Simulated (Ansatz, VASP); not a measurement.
One calculation of Si, two programs

POSCAR

```
Si
1.0
    3.8319083582      0.0000000000      0.0000000000
   -1.9159541791      3.3185299832      0.0000000000
    0.0000000000      0.0000000000      6.3418199288
Si
4
Direct
    0.3333333333      0.6666666667      0.0630908785
    0.6666666667      0.3333333333      0.5630908785
    0.3333333333      0.6666666667      0.4369091215
    0.6666666667      0.3333333333      0.9369091215
```

The input INCAR.step1:

```
SYSTEM = Si
PREC = Accurate
ENCUT = 520
ISMEAR = 0
SIGMA = 0.05
LREAL = .FALSE.
LASPH = .TRUE.
NELM = 60
NBANDS = 16
GGA = PE
ALGO = Normal
EDIFF = 1E-4
LWAVE = .TRUE.
LCHARG = .FALSE.
```

Contents of INCAR.step2:

```
SYSTEM = Si
PREC = Accurate
ENCUT = 520
EDIFF = 1E-6
ISMEAR = 0
SIGMA = 0.05
LREAL = .FALSE.
LASPH = .TRUE.
NELM = 60
ALGO = Normal
ISIF = 2
LWAVE = .FALSE.
LCHARG = .FALSE.
METAGGA = R2SCAN
LMIXTAU = .TRUE.
NBANDS = 16
ISTART = 1
```

File KPOINTS:

```
regular mesh
0
G
  12 12 4
  0 0 0
```

Input for Ansatz:

```yaml
crystal:
  lattice:
    - [3.8319083599, 0.0, 0.0]
    - [-1.91595418, 3.3185299846, 0.0]
    - [0.0, 0.0, 6.3418199217]
  atoms:
    - { symbol: Si, position: [0.3333333333, 0.6666666667, 0.0630908784] }
    - { symbol: Si, position: [0.6666666667, 0.3333333333, 0.5630908784] }
    - { symbol: Si, position: [0.3333333333, 0.6666666667, 0.4369091216] }
    - { symbol: Si, position: [0.6666666667, 0.3333333333, 0.9369091216] }
basis:
  ecutwfc: 500
kpoints:
  mp_grid: { grid: [12, 12, 4] }
hamiltonian:
  xc: r2scan
scf:
  occupations: { method: gaussian, width: 0.05 }
output:
  forces: true
  stress: true
  eigenvalues: true
```

Alike in both runs: task single point; functional r2SCAN; k mesh 12 × 12 × 4; occupations gaussian, width 0.05 eV; no spin polarisation.

|  | VASP | Ansatz |
| --- | --- | --- |
| version | VASP 6.6.1 | Ansatz 0.2.0 |
| potentials or method | VASP PAW PBE potentials, release 64 (Si), cutoff 520 eV | scalar-relativistic, plane waves, PAW |
| valence electrons in the cell | 16 | 16 |

```tsv
	VASP	Ansatz	Ansatz less VASP
gap on the k mesh at the Fermi level (eV)	0.62	0.61	-0.015
least direct gap on the mesh (eV)	1.38	1.36	-0.014
pressure (GPa)	-0.2	0.0	+0.23
```

VASP's potentials were made for PBE, not for r2SCAN. The functional is the same, so the differences come from potentials, cutoffs and numerics.
